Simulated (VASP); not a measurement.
# NiO (Pm-3m) in VASP: further runs, part 2 of 2

VASP 6.6.1. The steps go on from the part before.

### 5 Relaxation of cell and atoms, PBE+D3(BJ), collinear spin, ferromagnetic start

This run uses another cell than the first one, of 7.86 Å³/atom, 0.881 times its volume.

The input, INCAR:

```
  PREC = Accurate
  ENCUT = 600
  EDIFF = 1E-6
  ISMEAR = -1
  SIGMA = 0.05
  LREAL = False
  LASPH = True
  NELM = 150
  ALGO = Normal
  ISIF = 3
  LWAVE = False
  LCHARG = False
  ISPIN = 2
  MAGMOM = 1 0
  LORBIT = 11
  LMAXMIX = 4
  GGA = PE
  IVDW = 12
  IBRION = 2
  NSW = 60
  EDIFFG = -0.01
```

The input, KPOINTS:

```
Automatic mesh
0
Gamma
  11 11 11
```

The input, POSCAR:

```
NiO
1.0
    2.5046153800      0.0000000000      0.0000000000
    0.0000000000      2.5046153800      0.0000000000
    0.0000000000      0.0000000000      2.5046153800
Ni O
1 1
Direct
    0.0000000000      0.0000000000      0.0000000000
    0.5000000000      0.5000000000      0.5000000000
```

On the command line:

```console
cat potpaw_PBE.64/Ni/POTCAR potpaw_PBE.64/O/POTCAR > POTCAR
mpirun -np 1 vasp_std > vasp.out
```

Wall time 2.3 min (1 thread of Intel Xeon Platinum 8259CL at 2.50GHz (Skylake/Cascade Lake), shared host); peak memory 0.16 GiB.

The run converged. Its results:

```
Free energy                                           : -10.9955 eV
Relaxed volume                                        : 8.49 Å³/atom
Relaxed cell                                          : a = 2.570 Å, b = 2.570 Å, c = 2.570 Å, α = 90.00°, β = 90.00°, γ = 90.00°
Space group after relaxing (to 0.05 Å)                : Pm-3m (No. 221)
Energy gained by relaxing                             : 34.0 meV/atom
Ionic steps                                           : 3
Pressure after relaxing                               : 0.0 GPa
Band gap on the k mesh                                : zero (filled and empty bands overlap)
Net moment                                            : 0.00 μB per cell
Valence electrons inside the program's atomic spheres : Ni 9.04; O 4.87
Dispersion energy per atom                            : -0.276 eV
```

Step by step:
| step | energy change (eV) | largest force (eV/Å) | pressure (GPa) | volume (Å³) |
| --- | --- | --- | --- | --- |
| 1 | 0.0000 | 0.0000 | 19.06 | 15.71 |
| 2 | -0.0376 | 0.0000 | -10.39 | 17.93 |
| 3 | -0.0681 | 0.0000 | 0.03 | 16.98 |

Final structure:
```
Ni O
1.0
     2.57012    0.00000    0.00000
     0.00000    2.57012    0.00000
     0.00000    0.00000    2.57012
Ni O
1 1
Direct
  0.00000 0.00000 0.00000
  0.50000 0.50000 0.50000
```

Levels at points of the mesh, in eV from the Fermi level:
Spin up:
```tsv
k point	band 6	band 7	band 8	band 9	band 10	band 11
(0.00, 0.00, 0.00)	-2.68	-0.76	-0.76	-0.76	1.33	16.28
```
Spin down:
```csv
k point,band 4,band 5,band 6,band 7,band 8,band 9,band 10,band 11,band 12,band 13
"(0.00, 0.00, 0.00)",-2.68,-2.68,-2.68,-0.76,-0.76,-0.76,1.33,16.28,16.28,21.03
```

Caveat: semilocal functionals often make such compounds metallic where correlation or magnetic order opens a gap, which also shifts bond lengths; pairwise dispersion overbinds metals, which lowers pressure and volume. With open d or f shells a metallic result of PBE can be an artefact of self-interaction; +U or a hybrid may open a gap.

### 6 Relaxation of cell and atoms, PBE+D4, collinear spin, ferromagnetic start

This run uses another cell than the first one, of 7.86 Å³/atom, 0.881 times its volume.

The input, INCAR:

```
SYSTEM = NiO
PREC     = Accurate       ! precision mode
ENCUT    = 600            ! plane-wave cutoff, eV
EDIFF    = 1E-7           ! SCF threshold, eV
ISMEAR   = -1             ! smearing method
SIGMA    = 0.05           ! smearing width, eV
LREAL    = .False.        ! projectors in reciprocal space
LASPH    = .True.         ! aspherical terms in the spheres
NELM     = 150            ! most SCF steps
ALGO     = Normal         ! electronic algorithm
ISIF     = 3              ! what is computed and relaxed
LWAVE    = .False.        ! write WAVECAR
LCHARG   = .False.        ! write CHGCAR
ISPIN    = 2              ! spin polarisation
MAGMOM   = 1 0            ! initial moments
LORBIT   = 11             ! projections on sites
LMAXMIX  = 4              ! l up to which the mixer works
GGA      = PE             ! functional
IVDW     = 13             ! dispersion correction
IBRION   = 2              ! ionic algorithm
NSW      = 60             ! ionic steps
EDIFFG   = -0.01          ! ionic threshold
```

The input, KPOINTS:

```
Automatic mesh
0
Gamma
  11 11 11
  0 0 0
```

POSCAR is that of step 5.

Potentials or basis: VASP PAW PBE potentials, release 64 (Ni, O).

On the command line:

```console
cat potpaw_PBE.64/Ni/POTCAR potpaw_PBE.64/O/POTCAR > POTCAR
mpirun -np 1 vasp_std > vasp.out
```

OUTCAR:

```text
SYSTEM = NiO
   PREC = Accurate
   ENCUT = 600
   EDIFF = 1E-7
   ISMEAR = -1
   LREAL = .False.
   LASPH = .True.
   NELM = 150
   ISIF = 3
   ISPIN = 2
   LORBIT = 11
   GGA = PE
   IVDW = 13
   IBRION = 2
   NSW = 60
   EDIFFG = -0.01

 ion  position               nearest neighbor table
   1  0.000  0.000  0.000-   2 2.17   2 2.17   2 2.17   2 2.17   2 2.17   2 2.17   2 2.17   2 2.17

   2  0.500  0.500  0.500-   1 2.17   1 2.17   1 2.17   1 2.17   1 2.17   1 2.17   1 2.17   1 2.17

  LATTYP: Found a simple cubic cell.
 ALAT       =     2.5046153800

  Lattice vectors:

 A1 = (   2.5046153800,   0.0000000000,   0.0000000000)
 A2 = (   0.0000000000,   2.5046153800,   0.0000000000)
 A3 = (   0.0000000000,   0.0000000000,   2.5046153800)

Analysis of symmetry for initial positions (statically):
=====================================================================
 Subroutine PRICEL returns:
 Original cell was already a primitive cell.

 Routine SETGRP: Setting up the symmetry group for a
 simple cubic supercell.

 Subroutine GETGRP returns: Found 48 space group operations
 (whereof 48 operations were pure point group operations)
 out of a pool of 48 trial point group operations.

The static configuration has the point symmetry O_h .

Analysis of symmetry for dynamics (positions and initial velocities):
=====================================================================
 Subroutine PRICEL returns:
 Original cell was already a primitive cell.

 Routine SETGRP: Setting up the symmetry group for a
 simple cubic supercell.

 Subroutine GETGRP returns: Found 48 space group operations
 (whereof 48 operations were pure point group operations)
 out of a pool of 48 trial point group operations.

The dynamic configuration has the point symmetry O_h .

Analysis of structural, dynamic, and magnetic symmetry:
=====================================================================
 Subroutine PRICEL returns:
 Original cell was already a primitive cell.

 Routine SETGRP: Setting up the symmetry group for a
 simple cubic supercell.

 Subroutine GETGRP returns: Found 48 space group operations
 (whereof 48 operations were pure point group operations)
 out of a pool of 48 trial point group operations.

The overall configuration has the point symmetry O_h .

 Subroutine INISYM returns: Found 48 space group operations
 (whereof 48 operations are pure point group operations),
 and found     1 'primitive' translations

----------------------------------------------------------------------------------------

                                     Primitive cell

  volume of cell :      15.7117

  direct lattice vectors                    reciprocal lattice vectors
     2.504615380  0.000000000  0.000000000     0.399262900  0.000000000  0.000000000
     0.000000000  2.504615380  0.000000000     0.000000000  0.399262900  0.000000000
     0.000000000  0.000000000  2.504615380     0.000000000  0.000000000  0.399262900

  length of vectors
     2.504615380  2.504615380  2.504615380     0.399262900  0.399262900  0.399262900

  position of ions in fractional coordinates (direct lattice)
[... 8 lines left out ...]
----------------------------------------------------------------------------------------

 KPOINTS: Automatic mesh

Automatic generation of k-mesh.
 Grid dimensions read from file:
 generate k-points for:   11   11   11
[... 53 lines left out ...]
   NGXF,Y,Z  is equivalent  to a cutoff of  26.55, 26.55, 26.55 a.u.
 SYSTEM =  NiO
   PREC   = accura    normal or accurate (medium, high low for compatibility)
   ISTART =      0    job   : 0-new  1-cont  2-samecut
   ICHARG =      2    charge: 1-file 2-atom 10-const
   ISPIN  =      2    spin polarized calculation?
   LNONCOLLINEAR =      F non collinear calculations
   LSORBIT =      F    spin-orbit coupling
   LASPH  =      T    aspherical Exc in radial PAW
   ENCUT  =  600.0 eV  44.10 Ry    6.64 a.u.   5.00  5.00  5.00*2*pi/ulx,y,z
   NELM   =    150;   NELMIN=  2; NELMDL= -5     # of ELM steps
   EDIFF  = 0.1E-06   stopping-criterion for ELM
   LREAL  =      F    real-space projection
   EDIFFG = -.1E-01   stopping-criterion for IOM
   NSW    =     60    number of steps for IOM
   IBRION =      2    ionic relax: 0-MD 1-quasi-New 2-CG
   NFREE  =      1    steps in history (QN), initial steepest desc. (CG)
   ISIF   =      3    stress and relaxation
   ISYM   =      2    0-nonsym 1-usesym 2-fastsym
   POTIM  = 0.5000    time-step for ionic-motion
   TEBEG  =    0.0;   TEEND  =   0.0 temperature during run
   PSTRESS=    0.0 pullay stress
   NELECT =      16.0000    total number of electrons
   NUPDOWN=      -1.0000    fix difference up-down
   EMIN   =  10.00;   EMAX   =-10.00  energy-range for DOS
   EFERMI =   0.00;   METHOD = LEGACY
   ISMEAR =    -1;   SIGMA  =   0.05  broadening in eV -4-tet -1-fermi 0-gaus
   EFERMI_NEDOS =   21; number of points for ismear=-14 and -15
   IALGO  =     38    algorithm
   IMIX   =      4    mixing-type and parameters
     AMIX     =   0.40;   BMIX     =  1.00
     AMIX_MAG =   1.60;   BMIX_MAG =  1.00
  volume/ion in A,a.u.               =       7.86        53.01
  Fermi-wavevector in a.u.,A,eV,Ry     =   1.647051  3.112476 36.909583  2.712778
  Thomas-Fermi vector in A             =   2.736576
   LORBIT       =     11    0 simple, 1 ext, 2 COOP (PROOUT), +10 PAW based schemes
   GGA     = PE    functional components
   LHFCALC =     F    Hartree Fock is set to
   AEXX    =    0.0000 exact exchange contribution
   IVDW    =    13    specifies the selected vdW correction
   LEPSILON=     F    determine dielectric tensor
   LRPA    =     F    only Hartree local field effects (RPA)
 conjugate gradient relaxation of ions
 spin polarized calculation
  energy-cutoff  :      600.00
  volume of cell :       15.71
 maximum number of plane-waves:       537
   NGX = 11   NGY = 11   NGZ = 11

--------------------------------------- Ionic step        1  -------------------------------------------

 number of electron      15.9999993 magnetization       0.7433429

 Free energy of the ion-electron system (eV)
  ---------------------------------------------------
  ext. energy  EPLUGINS =         0.00000000
  ---------------------------------------------------
  free energy    TOTEN  =       -10.33871202 eV

  energy without entropy =      -10.31276224  energy(sigma->0) =      -10.32573713

------------------------ aborting loop because EDIFF is reached ----------------------------------------

  DFT-D4 for vdW energy calculation

  Edisp (eV):   -0.65924
[... 153 lines left out ...]
--------------------------------------- Ionic step        5  -------------------------------------------

 number of electron      16.0000019 magnetization       1.9262968

 Free energy of the ion-electron system (eV)
  ---------------------------------------------------
  ext. energy  EPLUGINS =         0.00000000
  ---------------------------------------------------
  free energy    TOTEN  =       -10.48921311 eV

  energy without entropy =      -10.46840415  energy(sigma->0) =      -10.47880863

 E-fermi :   7.9975     XC(G=0): -13.0543

 val. band max:        7.9854090187   @ k =   0.0909   0.0909   0.0909
 cond. band min:       7.9998948313   @ k =   0.4545   0.1818   0.0000
 fundamental gap:      0.0144858127
 Fermi energy:         7.9975335069

 spin component 1

 k-point     1 :       0.0000    0.0000    0.0000
  band No.  band energies     occupation
      1     -12.2334      1.00000
      2       4.3198      1.00000
      3       4.3198      1.00000
      4       5.3800      1.00000
      5       5.3800      1.00000
      6       5.3800      1.00000
      7       6.1438      1.00000
      8       6.1438      1.00000
      9       6.1438      1.00000
     10       8.9822      0.00000
     11      23.9309      0.00000
     12      23.9309      0.00000
     13      28.3589      0.00000
[... 356 lines left out ...]
      2       1.5727      1.00000
      3       3.8974      1.00000
      4       4.1987      1.00000
      5       4.8134      1.00000
      6       5.9234      1.00000
      7       6.1373      1.00000
      8       6.9068      1.00000
      9       7.3783      1.00000
     10      12.5119      0.00000
     11      20.1723      0.00000
     12      23.6520      0.00000
     13      26.4867      0.00000

 [... further k-points ...]

 spin component 2

 k-point     1 :       0.0000    0.0000    0.0000
  band No.  band energies     occupation
      1     -11.4908      1.00000
      2       5.4088      1.00000
      3       5.4088      1.00000
      4       6.2624      1.00000
      5       6.2624      1.00000
      6       6.2624      1.00000
      7       7.7929      0.98358
      8       7.7929      0.98358
      9       7.7929      0.98357
     10       9.4126      0.00000
     11      24.2005      0.00000
     12      24.2005      0.00000
     13      28.8080      0.00000
[... 401 lines left out ...]
  FREE ENERGIE OF THE ION-ELECTRON SYSTEM (eV)
  ---------------------------------------------------
  free  energy   TOTEN  =       -11.1255002048 eV

  energy  without entropy=      -11.1046912415  energy(sigma->0) =      -11.11509572

 reached required accuracy - stopping structural energy minimisation

 total charge

# of ion       s       p       d       tot
------------------------------------------
    1        0.315   0.364   8.260   8.939
    2        1.593   3.298   0.000   4.891
--------------------------------------------------
tot          1.908   3.662   8.260  13.830

 magnetization (x)

# of ion       s       p       d       tot
------------------------------------------
    1       -0.013  -0.008   1.407   1.386
    2        0.009   0.488   0.000   0.497
--------------------------------------------------
tot         -0.004   0.480   1.407   1.883
```

Run time: 4.8 min. Hardware: 1 thread of Intel Xeon Platinum 8259CL at 2.50GHz (Skylake/Cascade Lake), shared host; peak memory 0.16 GiB.

What came out:

```yaml
Free_energy: -11.1255 eV
Relaxed_volume: 8.77 Å³/atom
Relaxed_cell: a = 2.598 Å, b = 2.598 Å, c = 2.598 Å, α = 90.00°, β = 90.00°, γ = 90.00°
Space_group_after_relaxing_to_0.05_Å: Pm-3m (No. 221)
Energy_gained_by_relaxing: 63.8 meV/atom
Ionic_steps: 5
Pressure_after_relaxing: 0.1 GPa
Net_moment: 1.93 μB per cell
Site_moments: Ni +1.39; O +0.50 μB
Valence_electrons_inside_the_program's_atomic_spheres: Ni 8.94; O 4.89
Dispersion_energy_per_atom: -0.318 eV
```

Step by step:
| step | energy change (eV) | largest force (eV/Å) | pressure (GPa) | volume (Å³) |
| --- | --- | --- | --- | --- |
| 1 | 0.0000 | 0.0000 | 20.37 | 15.71 |
| 2 | -0.1159 | 0.0000 | -6.52 | 18.09 |
| 3 | -0.1275 | 0.0000 | -0.37 | 17.58 |
| 4 | -0.1276 | 0.0000 | 0.20 | 17.54 |
| 5 | -0.1276 | 0.0000 | 0.13 | 17.54 |

Final structure:
```yaml
crystal:
  lattice:
    - [2.59836, 0.00000, 0.00000]
    - [0.00000, 2.59836, 0.00000]
    - [0.00000, 0.00000, 2.59836]
  atoms:
    - { symbol: Ni, position: [0.00000, 0.00000, 0.00000] }
    - { symbol: O, position: [0.50000, 0.50000, 0.50000] }
```

Levels at points of the mesh, in eV from the Fermi level:
Spin up:
```
           k point  band 7  band 8  band 9  band 10  band 11  band 12
(0.00, 0.00, 0.00)   -1.85   -1.85   -1.85     0.98    15.93    15.93
```
Spin down:
| k point | band 3 | band 4 | band 5 | band 6 | band 7 | band 8 | band 9 | band 10 | band 11 | band 12 |
| --- | --- | --- | --- | --- | --- | --- | --- | --- | --- | --- |
| (0.00, 0.00, 0.00) | -2.59 | -1.74 | -1.74 | -1.74 | -0.20 | -0.20 | -0.20 | 1.42 | 16.20 | 16.20 |

Caveat: a cell with one magnetic atom can't hold antiferromagnetic order, which such compounds often take; semilocal functionals often make such compounds metallic where correlation or magnetic order opens a gap, which also shifts bond lengths; pairwise dispersion overbinds metals, which lowers pressure and volume. With open d or f shells a metallic result of PBE can be an artefact of self-interaction; +U or a hybrid may open a gap.

### 7 Overview

| task | level | cell | cutoff (eV) | gap on the mesh (eV) | pressure (GPa) | moment (μB) | relaxed volume (Å³/atom) |
| --- | --- | --- | --- | --- | --- | --- | --- |
| single point | PBE | a = 2.612 Å, 2 atoms | 520 | none | -0.1 | 1.96 | - |
| single point | PBE+D3(BJ) | a = 2.604 Å, 2 atoms | 520 | none | -0.8 | 1.94 | - |
| relaxation of cell and atoms | PBE | relaxed from a = 2.505 Å, 2 atoms | 600 | none | -0.2 | 0.00 | 8.62 |
| relaxation of cell and atoms | PBE+D3(BJ) | relaxed from a = 2.505 Å, 2 atoms | 600 | none | 0.0 | 0.00 | 8.49 |
| relaxation of cell and atoms | PBE+D4 | relaxed from a = 2.505 Å, 2 atoms | 600 | none | 0.1 | 1.93 | 8.77 |

Alike in all rows: potentials or basis VASP PAW PBE potentials, release 64 (Ni, O); spin collinear, ferromagnetic start; k mesh 11 × 11 × 11; smearing fermi-dirac 0.05 eV.

Caveats: semilocal functionals often make such compounds metallic where correlation or magnetic order opens a gap, which also shifts bond lengths; a cell with one magnetic atom can't hold antiferromagnetic order, which such compounds often take (some runs); pairwise dispersion overbinds metals, which lowers pressure and volume (some runs); three body term missing (some runs).

Total energies depend on the potentials used, so only differences within one code and one set of settings carry meaning.
